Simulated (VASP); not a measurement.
# WSe2 in VASP: further runs

Runs on WSe2. Level: PBEsol. Tasks: single point.

All numbers are computed with VASP 6.6.1; they aren't measurements. Logs are shortened: lines on timing, memory, paths and dates and some standing lists are left out, and cuts for length are marked.

**1. The cell of the first run**

The cell holds a slab with vacuum, 9 atoms: a = 3.271 Å, b = 3.271 Å, c = 29.185 Å, α = 90.00°, β = 90.00°, γ = 120.00°.

**2. Single point, PBEsol (atoms displaced along a vibrational mode)**

Contents of INCAR:

```
  ALGO = Normal
  EDIFF = 1E-7
  ENCUT = 520
  GGA = PS
  ISIF = 2
  ISMEAR = 0
  LASPH = True
  LCHARG = True
  LELF = True
  LREAL = False
  LVHAR = True
  LWAVE = False
  NBANDS = 49
  NELM = 60
  PREC = Accurate
  SIGMA = 0.05
```

Contents of KPOINTS:

```
k-points
0
Gamma
  12 12 1
```

Contents of POSCAR:

```
WSe2
1.0
    3.2709028869      0.0000000000      0.0000000000
   -1.6354514434      2.8326849934      0.0000000000
    0.0000000000      0.0000000000     29.1847510368
W Se
3 6
Direct
    0.6666666667      0.3333333333      0.0000000000
    0.3333333333      0.6666666667      0.7734841642
    0.3333333333      0.6666666667      0.2265158358
    0.3333333333      0.6666666667      0.0614807039
    0.6666666667      0.3333333333      0.8290483960
    0.6666666667      0.3333333333      0.2820703018
    0.3333333333      0.6666666667      0.9385192961
    0.6666666667      0.3333333333      0.7179296982
    0.6666666667      0.3333333333      0.1709516040
```

Potentials or basis: VASP PAW PBE potentials, release 64 (W_sv, Se).

Started as:

```
$ cat potpaw_PBE.64/W_sv/POTCAR potpaw_PBE.64/Se/POTCAR > POTCAR
$ mpirun -np 1 vasp_std > vasp.out
```

OUTCAR:

```text
EDIFF = 1E-7
   ENCUT = 520
   GGA = PS
   ISIF = 2
   ISMEAR = 0
   LASPH = True
   LREAL = False
   NELM = 60
   PREC = Accurate

 ion  position               nearest neighbor table
   1  0.667  0.333  0.000-   4 2.60   7 2.60   4 2.60   7 2.60   4 2.60   7 2.60
   2  0.333  0.667  0.773-   8 2.49   8 2.49   8 2.49   5 2.49   5 2.49   5 2.49
   3  0.333  0.667  0.227-   6 2.49   6 2.49   6 2.49   9 2.49   9 2.49   9 2.49
   4  0.333  0.667  0.061-   1 2.60   1 2.60   1 2.60
   5  0.667  0.333  0.829-   2 2.49   2 2.49   2 2.49
   6  0.667  0.333  0.282-   3 2.49   3 2.49   3 2.49
   7  0.333  0.667  0.939-   1 2.60   1 2.60   1 2.60
   8  0.667  0.333  0.718-   2 2.49   2 2.49   2 2.49
   9  0.667  0.333  0.171-   3 2.49   3 2.49   3 2.49

  LATTYP: Found a hexagonal cell.
 ALAT       =     3.2709028869
 C/A-ratio  =     8.9225366958

  Lattice vectors:

 A1 = (   3.2709028869,   0.0000000000,   0.0000000000)
 A2 = (  -1.6354514434,   2.8326849934,   0.0000000000)
 A3 = (   0.0000000000,   0.0000000000,  29.1847510368)

Analysis of symmetry for initial positions (statically):
=====================================================================
 Subroutine PRICEL returns:
 Original cell was already a primitive cell.

 Routine SETGRP: Setting up the symmetry group for a
 hexagonal supercell.

 Subroutine GETGRP returns: Found 12 space group operations
 (whereof 12 operations were pure point group operations)
 out of a pool of 24 trial point group operations.

The static configuration has the point symmetry D_3h.

Analysis of symmetry for dynamics (positions and initial velocities):
=====================================================================
 Subroutine PRICEL returns:
 Original cell was already a primitive cell.

 Routine SETGRP: Setting up the symmetry group for a
 hexagonal supercell.

 Subroutine GETGRP returns: Found 12 space group operations
 (whereof 12 operations were pure point group operations)
 out of a pool of 24 trial point group operations.

The dynamic configuration has the point symmetry D_3h.

 Subroutine INISYM returns: Found 12 space group operations
 (whereof 12 operations are pure point group operations),
 and found     1 'primitive' translations

----------------------------------------------------------------------------------------

                                     Primitive cell

  volume of cell :     270.4095

  direct lattice vectors                    reciprocal lattice vectors
     3.270902887  0.000000000  0.000000000     0.305725983  0.176510979  0.000000000
    -1.635451443  2.832684993  0.000000000     0.000000000  0.353021957  0.000000000
     0.000000000  0.000000000 29.184751037     0.000000000  0.000000000  0.034264469

  length of vectors
     3.270902887  3.270902887 29.184751037     0.353021957  0.353021957  0.034264469

  position of ions in fractional coordinates (direct lattice)
     0.666666667  0.333333333  0.000000000
     0.333333333  0.666666667  0.773484164
     0.333333333  0.666666667  0.226515836
     0.333333333  0.666666667  0.061480704
     0.666666667  0.333333333  0.829048396
     0.666666667  0.333333333  0.282070302
     0.333333333  0.666666667  0.938519296
     0.666666667  0.333333333  0.717929698
     0.666666667  0.333333333  0.170951604

  ion indices of the primitive-cell ions
   primitive index   ion index
                 1           1
                 2           2
                 3           3
                 4           4
                 5           5
                 6           6
                 7           7
                 8           8
                 9           9

----------------------------------------------------------------------------------------

 KPOINTS: k-points

Automatic generation of k-mesh.
 Grid dimensions read from file:
 generate k-points for:   12   12    1

 Generating k-lattice:

  Cartesian coordinates                     Fractional coordinates (reciprocal lattice)
     0.025477165  0.014709248  0.000000000     0.083333333  0.000000000  0.000000000
     0.000000000  0.029418496  0.000000000     0.000000000  0.083333333  0.000000000
     0.000000000  0.000000000  0.034264469     0.000000000  0.000000000  1.000000000

  Length of vectors
     0.029418496  0.029418496  0.034264469

  Shift w.r.t. Gamma in fractional coordinates (k-lattice)
     0.000000000  0.000000000  0.000000000

 Subroutine IBZKPT returns following result:
 ===========================================

 Found     19 irreducible k-points:

 Following reciprocal coordinates:
            Coordinates               Weight
  0.000000  0.000000  0.000000      1.000000
  0.083333  0.000000  0.000000      6.000000
  0.166667  0.000000  0.000000      6.000000
  0.250000  0.000000  0.000000      6.000000
  0.333333  0.000000  0.000000      6.000000
  0.416667  0.000000  0.000000      6.000000
[... 11 lines left out ...]
  0.333333  0.250000  0.000000     12.000000
  0.333333  0.333333  0.000000      2.000000
   k-points           NKPTS =     19   k-points in BZ     NKDIM =     19   number of bands    NBANDS=     49
   number of dos      NEDOS =    301   number of ions     NIONS =      9
   total plane-waves  NPLWV = 129024
   dimension x,y,z NGX =    24 NGY =   24 NGZ =  224
   dimension x,y,z NGXF=    48 NGYF=   48 NGZF=  448
   ions per type =               3   6
   NGX,Y,Z   is equivalent  to a cutoff of  12.20, 12.20, 12.76 a.u.
   NGXF,Y,Z  is equivalent  to a cutoff of  24.40, 24.40, 25.52 a.u.
 SYSTEM =  unknown system
   PREC   = accura    normal or accurate (medium, high low for compatibility)
   ISTART =      0    job   : 0-new  1-cont  2-samecut
   ICHARG =      2    charge: 1-file 2-atom 10-const
   ISPIN  =      1    spin polarized calculation?
   LNONCOLLINEAR =      F non collinear calculations
   LSORBIT =      F    spin-orbit coupling
   LASPH  =      T    aspherical Exc in radial PAW
   ENCUT  =  520.0 eV  38.22 Ry    6.18 a.u.   6.08  6.08 54.26*2*pi/ulx,y,z
   NELM   =     60;   NELMIN=  2; NELMDL= -5     # of ELM steps
   EDIFF  = 0.1E-06   stopping-criterion for ELM
   LREAL  =      F    real-space projection
   EDIFFG = 0.1E-05   stopping-criterion for IOM
   NSW    =      0    number of steps for IOM
   IBRION =     -1    ionic relax: 0-MD 1-quasi-New 2-CG
   NFREE  =      0    steps in history (QN), initial steepest desc. (CG)
   ISIF   =      2    stress and relaxation
   ISYM   =      2    0-nonsym 1-usesym 2-fastsym
   POTIM  = 0.5000    time-step for ionic-motion
   TEBEG  =    0.0;   TEEND  =   0.0 temperature during run
   PSTRESS=    0.0 pullay stress
   NELECT =      78.0000    total number of electrons
   NUPDOWN=      -1.0000    fix difference up-down
   EMIN   =  10.00;   EMAX   =-10.00  energy-range for DOS
   EFERMI =   0.00;   METHOD = LEGACY
   ISMEAR =     0;   SIGMA  =   0.05  broadening in eV -4-tet -1-fermi 0-gaus
   EFERMI_NEDOS =   21; number of points for ismear=-14 and -15
   IALGO  =     38    algorithm
   IMIX   =      4    mixing-type and parameters
     AMIX     =   0.40;   BMIX     =  1.00
     AMIX_MAG =   1.60;   BMIX_MAG =  1.00
  volume/ion in A,a.u.               =      30.05       202.76
  Fermi-wavevector in a.u.,A,eV,Ry     =   1.081681  2.044080 15.919266  1.170033
  Thomas-Fermi vector in A             =   2.217703
   LORBIT       =      0    0 simple, 1 ext, 2 COOP (PROOUT), +10 PAW based schemes
   GGA     = PS    functional components
   LHFCALC =     F    Hartree Fock is set to
   AEXX    =    0.0000 exact exchange contribution
   IVDW    =     0    specifies the selected vdW correction
   LEPSILON=     F    determine dielectric tensor
   LRPA    =     F    only Hartree local field effects (RPA)
 non-spin polarized calculation
 Gauss-broadening in eV      SIGMA  =   0.05
  energy-cutoff  :      520.00
  volume of cell :      270.41
 maximum number of plane-waves:      7344
   NGX = 13   NGY = 13   NGZ =109

 number of electron      77.9999990 magnetization

 Free energy of the ion-electron system (eV)
  ---------------------------------------------------
  ext. energy  EPLUGINS =         0.00000000
  ---------------------------------------------------
  free energy    TOTEN  =       -69.45580260 eV

  energy without entropy =      -69.45580260  energy(sigma->0) =      -69.45580260

 E-fermi :   2.7585     XC(G=0):  -7.6661

 val. band max:        2.4170189054   @ k =   0.3333   0.3333   0.0000
 cond. band min:       3.5251154174   @ k =   0.1667   0.1667   0.0000
 fundamental gap:      1.1080965120
 Fermi energy:         2.7584761681

 k-point     1 :       0.0000    0.0000    0.0000
  band No.  band energies     occupation
      1     -71.7110      2.00000
      2     -71.7110      2.00000
      3     -71.6955      2.00000
      4     -35.9986      2.00000
      5     -35.9986      2.00000
      6     -35.9176      2.00000
[... 41 lines left out ...]
     48       5.5861      0.00000
     49       5.5889      0.00000

 k-point     2 :       0.0833    0.0000    0.0000
  band No.  band energies     occupation
      1     -71.7102      2.00000
      2     -71.7102      2.00000
      3     -71.6948      2.00000
      4     -35.9951      2.00000
      5     -35.9951      2.00000
      6     -35.9148      2.00000
[... 41 lines left out ...]
     48       5.4443      0.00000
     49       5.4803      0.00000

 k-point     3 :       0.1667    0.0000    0.0000
  band No.  band energies     occupation
      1     -71.7081      2.00000
      2     -71.7081      2.00000
      3     -71.6929      2.00000
      4     -35.9855      2.00000
      5     -35.9855      2.00000
      6     -35.9305      2.00000
[... 821 lines left out ...]
     48       5.6267      0.00000
     49       6.6603      0.00000

 k-point    19 :       0.3333    0.3333    0.0000
  band No.  band energies     occupation
      1     -71.6979      2.00000
      2     -71.6979      2.00000
      3     -71.6835      2.00000
      4     -36.0605      2.00000
      5     -36.0605      2.00000
      6     -36.0294      2.00000
[... 41 lines left out ...]
     48       5.9251      0.00000
     49       6.8606      0.00000

------------------------ aborting loop because EDIFF is reached ----------------------------------------

  FORCE on cell =-STRESS in cart. coord.  units (eV):
  Direction    XX          YY          ZZ          XY          YZ          ZX
  --------------------------------------------------------------------------------------
  -------------------------------------------------------------------------------------
  Total        0.7422290      0.7422290      0.6058173      0.0000000     -0.0000000      0.0000000
  in kB        4.3977097      4.3977097      3.5894698      0.0000000     -0.0000000      0.0000000
  external PRESSURE =       4.1282964 kB  Pullay stress =       0.0000000 kB

 VOLUME and BASIS-vectors are now :
 -----------------------------------------------------------------------------
  energy-cutoff  :      520.00
  volume of cell :      270.41
      direct lattice vectors                 reciprocal lattice vectors
     3.270902887  0.000000000  0.000000000     0.305725983  0.176510979  0.000000000
    -1.635451443  2.832684993  0.000000000     0.000000000  0.353021957  0.000000000
     0.000000000  0.000000000 29.184751037     0.000000000  0.000000000  0.034264469

 POSITION                                       TOTAL-FORCE (eV/Angst)
 -----------------------------------------------------------------------------------
      1.63545      0.94423      0.00000        -0.000000      0.000000      0.000000
     -0.00000      1.88846     22.57394        -0.000000     -0.000000     -0.029196
     -0.00000      1.88846      6.61081        -0.000000     -0.000000      0.029196
     -0.00000      1.88846      1.79430        -0.000000      0.000000     -1.769619
      1.63545      0.94423     24.19557         0.000000     -0.000000      1.065741
      1.63545      0.94423      8.23215         0.000000      0.000000      1.047201
     -0.00000      1.88846     27.39045         0.000000      0.000000      1.769619
      1.63545      0.94423     20.95260         0.000000      0.000000     -1.047201
      1.63545      0.94423      4.98918         0.000000     -0.000000     -1.065741
 -----------------------------------------------------------------------------------
    total drift:                                0.000000     -0.000000      0.000000

  FREE ENERGIE OF THE ION-ELECTRON SYSTEM (eV)
  ---------------------------------------------------
  free  energy   TOTEN  =       -69.4558025955 eV

  energy  without entropy=      -69.4558025955  energy(sigma->0) =      -69.45580260
```

Wall time 7.2 min (1 thread of Intel Xeon Platinum 8488C (Sapphire Rapids), shared host); peak memory 0.47 GiB.

Results:

| Quantity | Value |
| --- | --- |
| Free energy | -69.4558 eV |
| Largest force | 1.770 eV/Å |
| Band gap on the k mesh | 1.11 eV (least direct gap 1.29 eV) |

Forces on the atoms (eV/Å):
```
W    0.000  0.000  0.000
W    0.000  0.000 -0.029
W    0.000  0.000  0.029
Se   0.000  0.000 -1.770
Se   0.000  0.000  1.066
Se   0.000  0.000  1.047
Se   0.000  0.000  1.770
Se   0.000  0.000 -1.047
Se   0.000  0.000 -1.066
```

Caveat: the cell differs from its parent crystal (atoms displaced along a vibrational mode); there is no dipole correction, which matters where the two faces differ; the PAW data sets were made with another functional, which shifts forces and pressure a little; spin-orbit coupling is left out, which moves the levels of the heavy elements.

**3. Single point, PBEsol (atoms displaced along a vibrational mode)**

Contents of INCAR:

```
PREC     = Accurate       # precision mode
ENCUT    = 520            # plane-wave cutoff, eV
EDIFF    = 1E-6           # SCF threshold, eV
ISMEAR   = 0              # smearing method
SIGMA    = 0.05           # smearing width, eV
LREAL    = False          # projectors in reciprocal space
LASPH    = True           # aspherical terms in the spheres
NELM     = 100            # most SCF steps
ALGO     = Normal         # electronic algorithm
ISIF     = 2              # what is computed and relaxed
LWAVE    = False          # write WAVECAR
LCHARG   = True           # write CHGCAR
GGA      = PS             # functional
LELF     = True           # ELF
LVHAR    = True         
NBANDS   = 49             # bands
```

Contents of KPOINTS:

```
Automatic mesh
0
Gamma
  12 12 1
```

Contents of POSCAR:

```
WSe2
1.0
    3.2709028869      0.0000000000      0.0000000000
   -1.6354514434      2.8326849934      0.0000000000
    0.0000000000      0.0000000000     29.1847510368
W Se
3 6
Direct
    0.6666666667      0.3333333333      0.0000000000
    0.3333333333      0.6666666667      0.7734491541
    0.3333333333      0.6666666667      0.2265508459
    0.3333333333      0.6666666667      0.0542851654
    0.6666666667      0.3333333333      0.8321842324
    0.6666666667      0.3333333333      0.2851570486
    0.3333333333      0.6666666667      0.9457148346
    0.6666666667      0.3333333333      0.7148429514
    0.6666666667      0.3333333333      0.1678157676
```

Potentials or basis: VASP PAW PBE potentials, release 64 (W_sv, Se).

Started as:

```
$ cat potpaw_PBE.64/W_sv/POTCAR potpaw_PBE.64/Se/POTCAR > POTCAR
$ mpirun -np 1 vasp_std > vasp.out
```

Wall time 6.2 min (1 thread of Intel Xeon Platinum 8488C (Sapphire Rapids), shared host); peak memory 0.47 GiB.

It converged, with:

```yaml
Free_energy: -69.5760 eV
Largest_force: 1.876 eV/Å
Band_gap_on_the_k_mesh: 1.06 eV (least direct gap 1.19 eV)
```

Forces in eV/Å, atoms in the order of the input:
```
W    0.000  0.000  0.000
W    0.000  0.000  0.015
W    0.000  0.000 -0.015
Se   0.000  0.000  1.876
Se   0.000  0.000 -0.604
Se   0.000  0.000 -0.596
Se   0.000  0.000 -1.876
Se   0.000  0.000  0.596
Se   0.000  0.000  0.604
```

Levels at points of the mesh, in eV from the valence-band top:
```tsv
k point	band 36	band 37	band 38	band 39	band 40	band 41	band 42	band 43
(0.00, 0.00, 0.00)	-1.19	-0.87	-0.43	0.00	2.77	2.77	2.86	2.86
(0.50, 0.00, 0.00)	-1.20	-1.19	-0.91	-0.91	2.07	2.40	2.41	2.47
```

Caveat: the cell differs from its parent crystal (atoms displaced along a vibrational mode); there is no dipole correction, which matters where the two faces differ; the PAW data sets were made with another functional, which shifts forces and pressure a little; spin-orbit coupling is left out, which moves the levels of the heavy elements.

(Part 1 of 2 ends here.)
